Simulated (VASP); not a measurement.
W: relaxation of cell and atoms with revPBE+D3(BJ)

The system is W.

```
W
1.0
    -1.58234    1.58234    1.58234
     1.58234   -1.58234    1.58234
     1.58234    1.58234   -1.58234
W
1
Direct
  0.00000 0.00000 0.00000
```

```
Program                : VASP 6.6.1
Task                   : relaxation of cell and atoms
Functional             : revPBE
Dispersion             : D3(BJ)
Potentials or basis    : VASP PAW PBE potentials, release 64 (W_sv)
Cutoff                 : 600 eV
k mesh                 : 12 × 12 × 12
Occupations            : methfessel-paxton, width 0.1 eV
Spin                   : no spin polarisation
Dipole correction      : no
Further INCAR settings : ALGO = Normal; EDIFF = 1e-06; IBRION = 2; EDIFFG = -0.01; NSW = 80; ISIF = 3
```

```
Relaxed volume                        : 15.67 Å³/atom
Relaxed cell                          : a = 2.730 Å, b = 2.730 Å, c = 2.730 Å, α = 109.47°, β = 109.47°, γ = 109.47°
Space group after relaxing (to 0.1 Å) : Im-3m (No. 229)
Energy gained by relaxing             : 2.1 meV/atom
Ionic steps                           : 3
Pressure after relaxing               : -0.1 GPa
Band gap on the k mesh                : zero (bands 7 and 8 overlap by 6.50 eV)
Dispersion energy per atom            : -1.265 eV
```

The path:
| step | energy change (eV) | largest force (eV/Å) | pressure (GPa) | volume (Å³) |
| --- | --- | --- | --- | --- |
| 1 | 0.0000 | 0.0000 | -3.65 | 15.85 |
| 2 | 0.0246 | 0.0000 | 14.15 | 15.03 |
| 3 | -0.0021 | 0.0000 | -0.05 | 15.67 |

Final structure:
```cif
data_structure
_symmetry_space_group_name_H-M 'P 1'
_symmetry_Int_Tables_number 1
_cell_length_a 2.7302
_cell_length_b 2.7302
_cell_length_c 2.7302
_cell_angle_alpha 109.471
_cell_angle_beta 109.471
_cell_angle_gamma 109.471
_cell_volume 15.67
loop_
_atom_site_label
_atom_site_type_symbol
_atom_site_fract_x
_atom_site_fract_y
_atom_site_fract_z
_atom_site_occupancy
W1 W 0.00000 0.00000 0.00000 1
```

Levels at points of the mesh, in eV from the Fermi level:
```
           k point  band 4  band 5  band 6  band 7  band 8  band 9  band 10  band 11
(0.00, 0.00, 0.00)  -37.64   -9.61   -1.15   -1.15   -1.15    2.40     2.40    14.62
(0.50, 0.00, 0.00)  -37.65   -6.26   -3.53    0.79    2.30    3.29     6.35    11.60
(0.50, 0.50, 0.50)  -38.57   -5.83   -5.83    5.35    5.35    5.35     8.43     8.43
```

It took 48 s on 1 thread of Intel Xeon 8259CL, on a shared host, peak memory 0.17 GiB.

Caveat: the PAW data sets were made with another functional, which shifts forces and pressure a little; spin-orbit coupling is left out, which moves the levels of the heavy elements.
